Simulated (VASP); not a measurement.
Wanted: the native input for a VASP 6.6.1 run.

| Item | Value |
| --- | --- |
| Task | single point |
| Functional | PBE |
| Potentials or basis | VASP PAW PBE potentials, release 64 (As) |
| Cutoff | 400 eV |
| k mesh | 6 × 6 × 1 |
| Occupations | gaussian, width 0.04 eV |
| Spin | no spin polarisation |
| Dipole correction | yes |
| Further INCAR settings | ALGO = Normal; EDIFF = 1e-06; NBANDS = 24; NELMDL = -8 |

The structure of As lies in POSCAR:

```
As
1.0
    6.2184635915      0.0000000000      0.0000000000
   -3.1092317958      5.3853474428      0.0000000000
    0.0000000000      0.0000000000     20.0000000000
As
6
Direct
    0.6666670000      0.6666670000      0.5700176773
    0.3334612991      0.9997408275      0.5700172174
    1.0004020162      0.3334305674      0.5700170647
    0.3335169129      0.3331363861      0.6398196068
    1.0000311007      0.6666088880      0.6398111337
    0.6669895043      1.0000962428      0.6398169448
```

These files were run (other wordings do the same):

INCAR

```
ALGO = Normal
DIPOL = 0.5 0.5 0.605
EDIFF = 1E-6
ENCUT = 400
GGA = PE
GGA_COMPAT = False
IDIPOL = 3
ISIF = 2
ISMEAR = 0
LASPH = True
LCHARG = True
LDIPOL = True
LELF = True
LREAL = False
LVACPOTAV = True
LVHAR = True
LWAVE = False
NBANDS = 24
NELM = 120
NELMDL = -8
PREC = Accurate
SIGMA = 0.04
```

KPOINTS

```
k-points
0
Gamma
  6 6 1
```

Potentials or basis: VASP PAW PBE potentials, release 64 (As).

Command:

```sh
$ cat potpaw_PBE.64/As/POTCAR > POTCAR
$ mpirun -np 1 vasp_std > vasp.out
```

It gave:

The largest force is 0.077 eV/Å. The band gap on the k mesh is 1.59 eV.

Run time: 20 min on 1 thread of Intel Xeon 8259CL (shared host), peak memory 0.61 GiB.
